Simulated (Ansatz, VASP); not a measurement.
## One calculation of AlN, two programs

Contents of POSCAR:

```
AlN
1.0
    3.1066653386      0.0000000000      0.0000000000
   -1.5533326693      2.6904511043      0.0000000000
    0.0000000000      0.0000000000      4.9784048354
Al N
2 2
Direct
    0.3333333333      0.6666666667      0.0016929024
    0.6666666667      0.3333333333      0.5016929024
    0.3479902645      0.6773962850      0.3891056444
    0.6666666667      0.3333333333      0.8833070976
```

The input INCAR.step1:

```
PREC = Accurate
ENCUT = 520
ISMEAR = 0
SIGMA = 0.05
LREAL = F
LASPH = T
NELM = 100
NBANDS = 16
GGA = PE
ALGO = Normal
EDIFF = 1E-4
LWAVE = T
LCHARG = F
```

INCAR.step2

```
PREC = Accurate
ENCUT = 520
EDIFF = 1E-6
ISMEAR = 0
SIGMA = 0.05
LREAL = F
LASPH = T
NELM = 100
ALGO = Normal
ISIF = 2
LWAVE = F
LCHARG = F
METAGGA = R2SCAN
LMIXTAU = T
NBANDS = 16
ISTART = 1
```

File KPOINTS:

```
Automatic mesh
0
Gamma
  12 12 6
```

Input for Ansatz:

```yaml
crystal:
  lattice:
    - [3.1066653386, 0.0, 0.0]
    - [-1.5533326693, 2.6904511043, 0.0]
    - [0.0, 0.0, 4.9784048354]
  atoms:
    - { symbol: Al, position: [0.3333333333, 0.6666666667, 0.0016929024] }
    - { symbol: Al, position: [0.6666666667, 0.3333333333, 0.5016929024] }
    - { symbol: "N", position: [0.3479902645, 0.677396285, 0.3891056444] }
    - { symbol: "N", position: [0.6666666667, 0.3333333333, 0.8833070976] }
basis:
  ecutwfc: 500
kpoints:
  mp_grid: { grid: [12, 12, 6] }
hamiltonian:
  xc: r2scan
scf:
  occupations: { method: gaussian, width: 0.05 }
output:
  forces: true
  stress: true
  eigenvalues: true
  write_density: true
  write_potential: true
  elf: true
  volumetric_format: npy
```

Alike in both runs: task single point; functional r2SCAN; k mesh 12 × 12 × 6; occupations gaussian, width 0.05 eV; no spin polarisation.

|  | VASP | Ansatz |
| --- | --- | --- |
| version | VASP 6.6.1 | Ansatz 0.2.0 |
| potentials or method | VASP PAW PBE potentials, release 64 (Al, N), cutoff 520 eV | scalar-relativistic, plane waves, PAW |
| valence electrons in the cell | 16 | 16 |

|  | VASP | Ansatz | Ansatz less VASP |
| --- | --- | --- | --- |
| gap on the k mesh at the Fermi level (eV) | 4.86 | 4.82 | -0.040 |
| least direct gap on the mesh (eV) | 4.86 | 4.82 | -0.040 |
| pressure (GPa) | -0.3 | 0.1 | +0.40 |
| traceless stress, the component that is largest in VASP (GPa) | 1.95 | 1.92 | -0.032 |
| rms of the force components (eV/Å) | 0.328 | 0.324 | -0.0032 |

VASP's potentials were made for PBE, not for r2SCAN. Atom by atom the forces differ by 0.004 eV/Å (rms over components).
